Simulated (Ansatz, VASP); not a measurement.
WC: VASP beside Ansatz

```xyz
16
Lattice="5.8130 0.0000 0.0000 -2.9065 5.0342 0.0000 0.0000 0.0000 5.6732" Properties=species:S:1:pos:R:3 pbc="T T T"
W     0.0000    0.0000    0.0000
W     0.0000    0.0000    2.8366
W    -1.4532    2.5171    0.0000
W    -1.4532    2.5171    2.8366
W     2.9065    0.0000    0.0000
W     2.9065    0.0000    2.8366
W     1.4532    2.5171    0.0000
W     1.4532    2.5171    2.8366
C     1.4533    0.8390    1.4183
C     1.4533    0.8390    4.2549
C     0.0000    3.3561    1.4183
C     0.0000    3.3561    4.2549
C     4.3598    0.8390    1.4183
C     4.3598    0.8390    4.2549
C     2.9065    3.3561    1.4183
C     2.9065    3.3561    4.2549
```

Alike in both runs: task electric field gradients; functional PBEsol; k mesh 7 × 7 × 6; occupations fermi-dirac, width 0.05 eV; no spin polarisation.

|  | VASP | Ansatz |
| --- | --- | --- |
| version | VASP 6.6.1 | Ansatz 0.2.0 |
| potentials or method | VASP PAW PBE potentials, release 64 (W_sv, C), cutoff 520 eV | plane-wave PAW, scalar-relativistic |
| valence electrons in the cell | 144 | 144 |

```tsv
	VASP	Ansatz	Ansatz less VASP
size of Vzz on the site where it differs most (V/Å²)	138.9	134.5	-4.40
```

VASP's potentials were made for PBE, not for PBEsol, and Ansatz warns of the same on its side. The functional is the same, so the differences come from potentials, cutoffs and numerics.

Spin-orbit coupling is off throughout.
